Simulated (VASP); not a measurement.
Write the native input for VASP 6.6.1 that does the following.

| Property | Result |
| --- | --- |
| Task | single point |
| Functional | PBE |
| Potentials or basis | VASP PAW PBE potentials, release 64 (Cs_sv, Br) |
| Cutoff | 500 eV |
| k mesh | 7 × 7 × 7 |
| Occupations | fermi-dirac, width 0.02 eV |
| Spin | non-collinear spin, zero start, spin-orbit coupling |
| Starting moments | [[0.0, 0.0, 0.0], [0.0, 0.0, 0.0]] μB |
| Dipole correction | no |
| Further INCAR settings | ALGO = Normal; EDIFF = 1e-06; NBANDS = 28 |

The structure of CsBr lies in POSCAR:

```
CsBr
1.0
    4.3893007101      0.0000000000      0.0000000000
    0.0000000000      4.3893007101      0.0000000000
    0.0000000000      0.0000000000      4.3893007101
Cs Br
1 1
Direct
    0.0000000000      0.0000000000      0.0000000000
    0.5000000000      0.5000000000      0.5000000000
```

These files were run (other wordings do the same):

INCAR

```
SYSTEM = CsBr
ALGO = Normal
EDIFF = 1E-6
ENCUT = 500
GGA = PE
GGA_COMPAT = .False.
ISIF = 2
ISMEAR = -1
LASPH = .True.
LCHARG = .True.
LORBIT = 11
LORBMOM = .True.
LREAL = .False.
LSORBIT = .True.
LVHAR = .True.
LWAVE = .False.
MAGMOM = 0 0 0 0 0 0
NBANDS = 28
NELM = 200
PREC = Accurate
SIGMA = 0.02
```

KPOINTS

```
k-points
0
Gamma
  7 7 7
  0 0 0
```

Potentials or basis: VASP PAW PBE potentials, release 64 (Cs_sv, Br).

Command:

```console
$ cat potpaw_PBE.64/Cs_sv/POTCAR potpaw_PBE.64/Br/POTCAR > POTCAR
$ mpirun -np 1 vasp_ncl > vasp.out
```

It gave:

```json
{
 "Pressure": "0.0 GPa",
 "Net moment": "0.00 μB per cell",
 "Valence electrons inside the program's atomic spheres": "Cs 6.57; Br 4.88"
}
```

Wall time 35 s on 1 thread of Intel(R) Xeon(R) 6975P-C (Granite Rapids) (shared host), peak memory 0.33 GiB.
